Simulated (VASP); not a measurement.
ZrS, 2 atoms in the cell. The structure is tetragonal, space group I4/mmm (No. 139). Conventional cell: a = 3.564 Å, b = 3.564 Å, c = 5.670 Å, α = 90.00°, β = 90.00°, γ = 90.00°. Within 3.3 Å of Zr (site symmetry 4/mmm) lie 6 S at 2.52 to 2.83 Å. S (site symmetry 4/mmm) has 6 Zr at 2.52 to 2.83 Å within 3.3 Å.  This cell differs from its parent crystal: strain -0.040 along x and y, +0.080 along z.

| Quantity | Value |
| --- | --- |
| Program | VASP 6.6.1 |
| Task | single point |
| Functional | PBEsol |
| Potentials or basis | VASP PAW PBE potentials, release 64 (Zr_sv, S) |
| Cutoff | 520 eV |
| k mesh | 16 × 16 × 16 |
| Occupations | gaussian, width 0.15 eV |
| Spin | no spin polarisation |
| Dipole correction | no |
| Further INCAR settings | ALGO = Normal; EDIFF = 1e-07; NBANDS = 16 |

Potentials or basis: VASP PAW PBE potentials, release 64 (Zr_sv, S).

The run is started by

```console
$ cat potpaw_PBE.64/Zr_sv/POTCAR potpaw_PBE.64/S/POTCAR > POTCAR
$ mpirun -np 1 vasp_std > vasp.out
```

Hardware: 1 thread of AMD EPYC 9R45 (Zen 5), with other jobs on the host.

Task: Estimate the wall time of this run.

Result: Wall time 85 s on 1 thread of AMD EPYC 9R45 (Zen 5) (shared host), peak memory 0.28 GiB. Counts: scf iterations 14, k points 349.
